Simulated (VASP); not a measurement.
Wanted: the native input for a VASP 6.6.1 run.

```yaml
Task: single point
Functional: PBE
Potentials_or_basis: VASP PAW PBE potentials, release 64 (Sn_d)
Cutoff: 520 eV
k_mesh: 12 × 12 × 12
Occupations: gaussian, width 0.15 eV
Spin: no spin polarisation
Dipole_correction: no
Further_INCAR_settings: ALGO = Fast; EDIFF = 1e-06; NBANDS = 21
```

The structure of Sn lies in POSCAR:

```
Sn
1.0
    0.0000000000      3.3429680000      3.2942840000
    3.3429680000      0.0000000000      3.2942840000
    3.3429680000      3.3429680000      0.0000000000
Sn
2
Direct
    0.5000000000      0.5000000000      0.5000000000
    0.7500000000      0.7500000000      0.7500000000
```

This cell differs from its parent crystal: strain +0.030 along x and y, +0.015 along z.

These files were run (other wordings do the same):

INCAR

```
SYSTEM = Sn
ALGO = Fast ; EDIFF = 1E-6
ENCUT = 520 ; GGA = PE
ISIF = 2 ; ISMEAR = 0
LASPH = .TRUE. ; LCHARG = .TRUE.
LELF = .TRUE. ; LREAL = .FALSE.
LVHAR = .TRUE. ; LWAVE = .FALSE.
NBANDS = 21 ; NELM = 60
PREC = Accurate ; SIGMA = 0.15
```

KPOINTS

```
k-points
0
G
  12 12 12
  0 0 0
```

Potentials or basis: VASP PAW PBE potentials, release 64 (Sn_d).

Launch:

```console
$ cat potpaw_PBE.64/Sn_d/POTCAR > POTCAR
$ mpirun -np 1 vasp_std > vasp.out
```

Results of the run:

* Pressure: 0.0 GPa
* Band gap on the k mesh: zero (band 14 reaches 4.94 eV, above the bottom of band 15 at 4.74 eV)

Caveat: the cell differs from its parent crystal (strain +0.030 along x and y, +0.015 along z); spin-orbit coupling is left out, which moves the levels of the heavy elements.

It took 100 s on 1 thread of Intel(R) Xeon(R) 6975P-C (Granite Rapids) (shared host), peak memory 0.34 GiB.
